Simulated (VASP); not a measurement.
# MoS2 (P-3m1) in VASP: notebook

Runs on MoS2. Level: r2SCAN. Tasks: single point.

Program: VASP 6.6.1. These are calculated values, not measurements. Logs are shortened: lines on timing, memory, paths and dates and some standing lists are left out, and cuts for length are marked.

## 1. The cell of the first run

It takes space group P-3m1 (No. 164, trigonal). Conventional cell: a = 3.317 Å, b = 3.317 Å, c = 5.935 Å, α = 90.00°, β = 90.00°, γ = 120.00°. Mo (site symmetry -3m) has 6 S at 2.41 Å within 3.2 Å. Within 3.2 Å of S (site symmetry 3m) lie 3 Mo at 2.41 Å.

## 2. Single point, r2SCAN

The input, POSCAR:

```
MoS2
1.0
    3.3171644203      0.0000000000      0.0000000000
   -1.6585822102      2.8727486565      0.0000000000
    0.0000000000      0.0000000000      5.9345346306
Mo S
1 2
Direct
    0.0000000000      0.0000000000      0.5000000000
    0.3333333333      0.6666666667      0.2533961981
    0.6666666667      0.3333333333      0.7466038019
```

The input, INCAR.step1:

```
PREC = Accurate
ENCUT = 520
ISMEAR = 0
SIGMA = 0.15
LREAL = F
LASPH = T
NELM = 80
NBANDS = 20
GGA = PE
ALGO = Normal
EDIFF = 1E-4
LWAVE = T
LCHARG = F
```

The input, INCAR.step2:

```
PREC = Accurate
ENCUT = 520
EDIFF = 1E-6
ISMEAR = 0
SIGMA = 0.15
LREAL = F
LASPH = T
NELM = 80
ALGO = Normal
ISIF = 2
LWAVE = F
LCHARG = F
METAGGA = R2SCAN
LMIXTAU = T
NBANDS = 20
ISTART = 1
```

The input, KPOINTS:

```
Automatic mesh
0
Gamma
  18 18 8
```

Potentials or basis: VASP PAW PBE potentials, release 64 (Mo_sv, S).

Started as:

```sh
> cat potpaw_PBE.64/Mo_sv/POTCAR potpaw_PBE.64/S/POTCAR > POTCAR
> cp INCAR.step1 INCAR
> mpirun -np 1 vasp_std > vasp.out
> cp INCAR.step2 INCAR
> mpirun -np 1 vasp_std > vasp.out
```

OUTCAR:

```text
PREC = Accurate
   ENCUT = 520
   EDIFF = 1E-6
   ISMEAR = 0
   LREAL = F
   LASPH = T
   NELM = 80
   ISIF = 2
   METAGGA = R2SCAN
   ISTART = 1

 ion  position               nearest neighbor table
   1  0.000  0.000  0.500-   2 2.41   3 2.41   3 2.41   2 2.41   3 2.41   2 2.41
   2  0.333  0.667  0.253-   1 2.41   1 2.41   1 2.41
   3  0.667  0.333  0.747-   1 2.41   1 2.41   1 2.41

  LATTYP: Found a hexagonal cell.
 ALAT       =     3.3171644203
 C/A-ratio  =     1.7890384312

  Lattice vectors:

 A1 = (   3.3171644203,   0.0000000000,   0.0000000000)
 A2 = (  -1.6585822102,   2.8727486565,   0.0000000000)
 A3 = (   0.0000000000,   0.0000000000,   5.9345346306)

Analysis of symmetry for initial positions (statically):
=====================================================================
 Subroutine PRICEL returns:
 Original cell was already a primitive cell.

 Routine SETGRP: Setting up the symmetry group for a
 hexagonal supercell.

 Subroutine GETGRP returns: Found 12 space group operations
 (whereof 12 operations were pure point group operations)
 out of a pool of 24 trial point group operations.

The static configuration has the point symmetry D_3d.

Analysis of symmetry for dynamics (positions and initial velocities):
=====================================================================
 Subroutine PRICEL returns:
 Original cell was already a primitive cell.

 Routine SETGRP: Setting up the symmetry group for a
 hexagonal supercell.

 Subroutine GETGRP returns: Found 12 space group operations
 (whereof 12 operations were pure point group operations)
 out of a pool of 24 trial point group operations.

The dynamic configuration has the point symmetry D_3d.

 Subroutine INISYM returns: Found 12 space group operations
 (whereof 12 operations are pure point group operations),
 and found     1 'primitive' translations

----------------------------------------------------------------------------------------

                                     Primitive cell

  volume of cell :      56.5524

  direct lattice vectors                    reciprocal lattice vectors
     3.317164420  0.000000000  0.000000000     0.301462295  0.174049337  0.000000000
    -1.658582210  2.872748657  0.000000000     0.000000000  0.348098675  0.000000000
     0.000000000  0.000000000  5.934534631     0.000000000  0.000000000  0.168505209

  length of vectors
     3.317164420  3.317164420  5.934534631     0.348098675  0.348098675  0.168505209

  position of ions in fractional coordinates (direct lattice)
     0.000000000  0.000000000  0.500000000
     0.333333333  0.666666667  0.253396198
     0.666666667  0.333333333  0.746603802

  ion indices of the primitive-cell ions
   primitive index   ion index
                 1           1
                 2           2
                 3           3

----------------------------------------------------------------------------------------

 KPOINTS: Automatic mesh

Automatic generation of k-mesh.
 Grid dimensions read from file:
 generate k-points for:   18   18    8

 Generating k-lattice:

  Cartesian coordinates                     Fractional coordinates (reciprocal lattice)
     0.016747905  0.009669408  0.000000000     0.055555556 -0.000000000  0.000000000
     0.000000000  0.019338815  0.000000000     0.000000000  0.055555556  0.000000000
     0.000000000  0.000000000  0.021063151     0.000000000  0.000000000  0.125000000

  Length of vectors
     0.019338815  0.019338815  0.021063151

  Shift w.r.t. Gamma in fractional coordinates (k-lattice)
     0.000000000  0.000000000  0.000000000

 Subroutine IBZKPT returns following result:
 ===========================================

 Found    266 irreducible k-points:

 Following reciprocal coordinates:
            Coordinates               Weight
  0.000000  0.000000  0.000000      1.000000
  0.055556  0.000000  0.000000      6.000000
  0.111111  0.000000  0.000000      6.000000
  0.166667  0.000000  0.000000      6.000000
  0.222222  0.000000  0.000000      6.000000
  0.277778  0.000000  0.000000      6.000000
[... 16 lines left out ...]
  0.333333  0.111111  0.000000     12.000000
  0.388889  0.111111  0.000000     12.000000
 [... further k-points ...]
   k-points           NKPTS =    266   k-points in BZ     NKDIM =    266   number of bands    NBANDS=     20
   number of dos      NEDOS =    301   number of ions     NIONS =      3
   total plane-waves  NPLWV =  37632
   dimension x,y,z NGX =    28 NGY =   28 NGZ =   48
   dimension x,y,z NGXF=    56 NGYF=   56 NGZF=   96
   ions per type =               1   2
   NGX,Y,Z   is equivalent  to a cutoff of  14.03, 14.03, 13.45 a.u.
   NGXF,Y,Z  is equivalent  to a cutoff of  28.07, 28.07, 26.89 a.u.
 SYSTEM =  unknown system
   PREC   = accura    normal or accurate (medium, high low for compatibility)
   ISTART =      1    job   : 0-new  1-cont  2-samecut
   ICHARG =      0    charge: 1-file 2-atom 10-const
   ISPIN  =      1    spin polarized calculation?
   LNONCOLLINEAR =      F non collinear calculations
   LSORBIT =      F    spin-orbit coupling
   LASPH  =      T    aspherical Exc in radial PAW
   ENCUT  =  520.0 eV  38.22 Ry    6.18 a.u.   6.17  6.17 11.03*2*pi/ulx,y,z
   NELM   =     80;   NELMIN=  2; NELMDL=  0     # of ELM steps
   EDIFF  = 0.1E-05   stopping-criterion for ELM
   LREAL  =      F    real-space projection
   EDIFFG = 0.1E-04   stopping-criterion for IOM
   NSW    =      0    number of steps for IOM
   IBRION =     -1    ionic relax: 0-MD 1-quasi-New 2-CG
   NFREE  =      0    steps in history (QN), initial steepest desc. (CG)
   ISIF   =      2    stress and relaxation
   ISYM   =      2    0-nonsym 1-usesym 2-fastsym
   POTIM  = 0.5000    time-step for ionic-motion
   TEBEG  =    0.0;   TEEND  =   0.0 temperature during run
   PSTRESS=    0.0 pullay stress
   NELECT =      26.0000    total number of electrons
   NUPDOWN=      -1.0000    fix difference up-down
   EMIN   =  10.00;   EMAX   =-10.00  energy-range for DOS
   EFERMI =   0.00;   METHOD = LEGACY
   ISMEAR =     0;   SIGMA  =   0.15  broadening in eV -4-tet -1-fermi 0-gaus
   EFERMI_NEDOS =   21; number of points for ismear=-14 and -15
   IALGO  =     38    algorithm
   IMIX   =      4    mixing-type and parameters
     AMIX     =   0.40;   BMIX     =  1.00
     AMIX_MAG =   1.60;   BMIX_MAG =  1.00
  volume/ion in A,a.u.               =      18.85       127.21
  Fermi-wavevector in a.u.,A,eV,Ry     =   1.263520  2.387707 21.721473  1.596483
  Thomas-Fermi vector in A             =   2.396873
   LORBIT       =      0    0 simple, 1 ext, 2 COOP (PROOUT), +10 PAW based schemes
   METAGGA = R2SCAN    functional components
   LHFCALC =     F    Hartree Fock is set to
   AEXX    =    0.0000 exact exchange contribution
   IVDW    =     0    specifies the selected vdW correction
   LEPSILON=     F    determine dielectric tensor
   LRPA    =     F    only Hartree local field effects (RPA)
 non-spin polarized calculation
 Gauss-broadening in eV      SIGMA  =   0.15
  energy-cutoff  :      520.00
  volume of cell :       56.55
 maximum number of plane-waves:      1540
 NGX is ok and might be reduce to    28

 number of electron      26.0000000 magnetization

 Free energy of the ion-electron system (eV)
  ---------------------------------------------------
  ext. energy  EPLUGINS =         0.00000000
  ---------------------------------------------------
  free energy    TOTEN  =       -44.09838491 eV

  energy without entropy =      -44.08651636  energy(sigma->0) =      -44.09245063

 E-fermi :   6.8945     XC(G=0): -11.1703

 val. band max:        6.8940761071   @ k =   0.2778   0.2778   0.3750
 cond. band min:       6.9023629514   @ k =   0.3333   0.2222   0.0000
 fundamental gap:      0.0082868442
 Fermi energy:         6.8944540444

 k-point     1 :       0.0000    0.0000    0.0000
  band No.  band energies     occupation
      1     -56.9287      2.00000
      2     -30.2540      2.00000
      3     -30.2540      2.00000
      4     -30.1894      2.00000
      5      -8.5962      2.00000
      6      -6.8172      2.00000
[... 12 lines left out ...]
     19      13.8905      0.00000
     20      16.6383      0.00000

 k-point     2 :       0.0556    0.0000    0.0000
  band No.  band energies     occupation
      1     -56.9279      2.00000
      2     -30.2623      2.00000
      3     -30.2559      2.00000
      4     -30.1877      2.00000
      5      -8.5506      2.00000
      6      -6.8165      2.00000
[... 12 lines left out ...]
     19      14.0647      0.00000
     20      16.5394      0.00000

 k-point     3 :       0.1111    0.0000    0.0000
  band No.  band energies     occupation
      1     -56.9258      2.00000
      2     -30.2863      2.00000
      3     -30.2614      2.00000
      4     -30.1828      2.00000
      5      -8.4168      2.00000
      6      -6.8144      2.00000
[... 12 lines left out ...]
     19      14.5246      0.00000
     20      16.3542      0.00000

 k-point     4 :       0.1667    0.0000    0.0000
  band No.  band energies     occupation
      1     -56.9226      2.00000
      2     -30.3229      2.00000
      3     -30.2698      2.00000
      4     -30.1753      2.00000
      5      -8.2045      2.00000
      6      -6.8106      2.00000
[... 12 lines left out ...]
     19      15.0812      0.00000
     20      16.3174      0.00000

 k-point     5 :       0.2222    0.0000    0.0000
  band No.  band energies     occupation
      1     -56.9186      2.00000
      2     -30.3674      2.00000
      3     -30.2800      2.00000
      4     -30.1661      2.00000
      5      -7.9308      2.00000
      6      -6.8034      2.00000
[... 12 lines left out ...]
     19      15.4727      0.00000
     20      16.2077      0.00000
[... 353 lines left out ...]
      6      -6.7873      2.00000
[... 12 lines left out ...]
     19      15.4542      0.00000
     20      15.6674      0.00000

 k-point    22 :       0.2778    0.1111    0.0000
  band No.  band energies     occupation
      1     -56.9093      2.00000
      2     -30.4570      2.00000
      3     -30.3171      2.00000
      4     -30.1447      2.00000
      5      -7.2388      2.00000
      6      -6.7461      2.00000
[... 12 lines left out ...]
     19      14.9755      0.00000
     20      15.5372      0.00000

 k-point    23 :       0.3333    0.1111    0.0000
  band No.  band energies     occupation
      1     -56.9062      2.00000
      2     -30.4876      2.00000
      3     -30.3278      2.00000
      4     -30.1376      2.00000
      5      -7.0534      2.00000
      6      -6.6411      2.00000
[... 12 lines left out ...]
     19      14.4909      0.00000
     20      15.5243      0.00000

 k-point    24 :       0.3889    0.1111    0.0000
  band No.  band energies     occupation
      1     -56.9042      2.00000
      2     -30.5075      2.00000
      3     -30.3347      2.00000
      4     -30.1330      2.00000
      5      -6.9837      2.00000
      6      -6.5031      2.00000
[... 12 lines left out ...]
     19      14.2307      0.00000
     20      15.5980      0.00000

 [... further k-points ...]

------------------------ aborting loop because EDIFF is reached ----------------------------------------

  FORCE on cell =-STRESS in cart. coord.  units (eV):
  Direction    XX          YY          ZZ          XY          YZ          ZX
  --------------------------------------------------------------------------------------
  -------------------------------------------------------------------------------------
  Total       -0.5509610     -0.5509610      1.7458941      0.0000000      0.0000000      0.0000000
  in kB      -15.6091810    -15.6091810     49.4626265      0.0000000      0.0000000      0.0000000
  external PRESSURE =       6.0814215 kB  Pullay stress =       0.0000000 kB

 VOLUME and BASIS-vectors are now :
 -----------------------------------------------------------------------------
  energy-cutoff  :      520.00
  volume of cell :       56.55
      direct lattice vectors                 reciprocal lattice vectors
     3.317164420  0.000000000  0.000000000     0.301462295  0.174049337  0.000000000
    -1.658582210  2.872748657  0.000000000     0.000000000  0.348098675  0.000000000
     0.000000000  0.000000000  5.934534631     0.000000000  0.000000000  0.168505209

 POSITION                                       TOTAL-FORCE (eV/Angst)
 -----------------------------------------------------------------------------------
      0.00000      0.00000      2.96727         0.000000      0.000000      0.000000
     -0.00000      1.91517      1.50379        -0.000000      0.000000     -0.586907
      1.65858      0.95758      4.43075        -0.000000      0.000000      0.586907
 -----------------------------------------------------------------------------------
    total drift:                               -0.000000      0.000000      0.000000

  FREE ENERGIE OF THE ION-ELECTRON SYSTEM (eV)
  ---------------------------------------------------
  free  energy   TOTEN  =       -44.0983849068 eV

  energy  without entropy=      -44.0865163581  energy(sigma->0) =      -44.09245063
```

Run time: 35 min. Hardware: 1 thread of Oxide Virtual Turin-like, shared host; peak memory 0.36 GiB.

What came out:

* Free energy: -44.0984 eV
* Pressure: 0.6 GPa
* Largest force: 0.587 eV/Å
* Band gap on the k mesh: zero (band 13 reaches 7.17 eV, above the bottom of band 14 at 6.07 eV)

Forces on the atoms (eV/Å):
```
Mo   0.000  0.000  0.000
S    0.000  0.000 -0.587
S    0.000  0.000  0.587
```

Stress tensor (GPa, compression positive):
```
-1.56  0.00  0.00
 0.00 -1.56  0.00
 0.00  0.00  4.95
```

Caveat: the PAW data sets were made with another functional, which shifts forces and pressure a little.

## 3. Single point, r2SCAN

This run uses another cell than the first one, of the same volume but with other edges.

The input, POSCAR:

```
MoS2
1.0
    3.1253503789      0.0000000000      0.0000000000
   -1.5626751895      2.7066328238      0.0000000000
    0.0000000000      0.0000000000      6.6853360137
Mo S
1 2
Direct
    0.0000000000      0.0000000000      0.5000000000
    0.3333333333      0.6666666667      0.2533961981
    0.6666666667      0.3333333333      0.7466038019
```

The input, INCAR.step1:

```
SYSTEM = MoS2
ALGO = Normal
EDIFF = 1E-4
ENCUT = 520
GGA = PE
ISMEAR = 0
LASPH = .True.
LCHARG = .False.
LREAL = .False.
LWAVE = .True.
NBANDS = 20
NELM = 100
PREC = Accurate
SIGMA = 0.15
```

The input, INCAR.step2:

```
SYSTEM = MoS2
ALGO = Normal
EDIFF = 1E-6
ENCUT = 520
ISIF = 2
ISMEAR = 0
ISTART = 1
LASPH = .True.
LCHARG = .False.
LMIXTAU = .True.
LREAL = .False.
LWAVE = .False.
METAGGA = R2SCAN
NBANDS = 20
NELM = 100
PREC = Accurate
SIGMA = 0.15
```

The input, KPOINTS:

```
k-points
0
Gamma
  18 18 8
  0 0 0
```

Potentials or basis: VASP PAW PBE potentials, release 64 (Mo_sv, S).

Started as:

```sh
> cat potpaw_PBE.64/Mo_sv/POTCAR potpaw_PBE.64/S/POTCAR > POTCAR
> cp INCAR.step1 INCAR
> mpirun -np 1 vasp_std > vasp.out
> cp INCAR.step2 INCAR
> mpirun -np 1 vasp_std > vasp.out
```

OUTCAR:

```text
SYSTEM = MoS2
   EDIFF = 1E-6
   ENCUT = 520
   ISIF = 2
   ISMEAR = 0
   ISTART = 1
   LASPH = .True.
   LREAL = .False.
   METAGGA = R2SCAN
   NELM = 100
   PREC = Accurate

 ion  position               nearest neighbor table
   1  0.000  0.000  0.500-   2 2.44   3 2.44   2 2.44   3 2.44   3 2.44   2 2.44
   2  0.333  0.667  0.253-   1 2.44   1 2.44   1 2.44
   3  0.667  0.333  0.747-   1 2.44   1 2.44   1 2.44

  LATTYP: Found a hexagonal cell.
 ALAT       =     3.1253503789
 C/A-ratio  =     2.1390676894

  Lattice vectors:
[... 194 lines left out ...]
      5      -8.7585      2.00000
      6      -7.5047      2.00000
[... 541 lines left out ...]
     19      14.2538      0.00000
     20      15.5152      0.00000

 [... further k-points ...]
[... 5 lines left out ...]
  --------------------------------------------------------------------------------------
  -------------------------------------------------------------------------------------
  Total        0.4813022      0.4813022     -2.3729580     -0.0000000      0.0000000      0.0000000
  in kB       13.6356914     13.6356914    -67.2278689     -0.0000000      0.0000000      0.0000000
  external PRESSURE =     -13.3188287 kB  Pullay stress =       0.0000000 kB

 VOLUME and BASIS-vectors are now :
 -----------------------------------------------------------------------------
  energy-cutoff  :      520.00
  volume of cell :       56.55
      direct lattice vectors                 reciprocal lattice vectors
     3.125350379  0.000000000  0.000000000     0.319964125  0.184731374  0.000000000
    -1.562675189  2.706632824  0.000000000     0.000000000  0.369462748  0.000000000
     0.000000000  0.000000000  6.685336014     0.000000000  0.000000000  0.149581113

 POSITION                                       TOTAL-FORCE (eV/Angst)
 -----------------------------------------------------------------------------------
      0.00000      0.00000      3.34267        -0.000000      0.000000     -0.000000
     -0.00000      1.80442      1.69404        -0.000000      0.000000      0.707238
      1.56268      0.90221      4.99130         0.000000      0.000000     -0.707238
 -----------------------------------------------------------------------------------
    total drift:                               -0.000000     -0.000000      0.000000

  FREE ENERGIE OF THE ION-ELECTRON SYSTEM (eV)
  ---------------------------------------------------
  free  energy   TOTEN  =       -44.0725442345 eV

  energy  without entropy=      -44.0601730989  energy(sigma->0) =      -44.06635867
```

OUTCAR.step1:

```text
SYSTEM = MoS2
   EDIFF = 1E-4
   ENCUT = 520
   GGA = PE
   ISMEAR = 0
   LASPH = .True.
   LREAL = .False.
   NELM = 100
[... 775 lines left out ...]
      0.00000      0.00000      3.34267        -0.000000      0.000000      0.000000
     -0.00000      1.80442      1.69404        -0.000000     -0.000000      0.479241
      1.56268      0.90221      4.99130         0.000000      0.000000     -0.479241
 -----------------------------------------------------------------------------------
    total drift:                               -0.000000     -0.000000      0.000000

  FREE ENERGIE OF THE ION-ELECTRON SYSTEM (eV)
  ---------------------------------------------------
  free  energy   TOTEN  =       -20.9856819211 eV

  energy  without entropy=      -20.9732192148  energy(sigma->0) =      -20.97945057
```

It took 25 min on 1 thread of Oxide Virtual Turin-like, shared host; peak memory 0.35 GiB.

What came out:

| Item | Value |
| --- | --- |
| Free energy | -44.0725 eV |
| Pressure | -1.3 GPa |
| Largest force | 0.707 eV/Å |
| Band gap on the k mesh | zero (band 13 reaches 7.52 eV, above the bottom of band 14 at 6.75 eV) |

Forces in eV/Å, atoms in the order of the input:
```
Mo   0.000  0.000  0.000
S    0.000  0.000  0.707
S    0.000  0.000 -0.707
```

Stress tensor (GPa, compression positive):
```
 1.36  0.00  0.00
 0.00  1.36  0.00
 0.00  0.00 -6.72
```

Levels at points of the mesh, in eV from the Fermi level:
| k point | band 11 | band 12 | band 13 | band 14 | band 15 | band 16 |
| --- | --- | --- | --- | --- | --- | --- |
| (0.00, 0.00, 0.00) | -1.70 | -0.76 | -0.76 | 0.04 | 0.04 | 3.25 |
| (0.50, 0.00, 0.00) | -3.33 | -2.21 | -1.55 | 1.48 | 1.89 | 3.54 |
| (0.00, 0.00, 0.50) | -0.79 | -0.76 | -0.76 | 0.00 | 0.00 | 3.34 |
| (0.50, 0.00, 0.50) | -2.73 | -2.52 | -1.44 | 1.48 | 2.05 | 3.32 |

Caveat: the PAW data sets were made with another functional, which shifts forces and pressure a little.
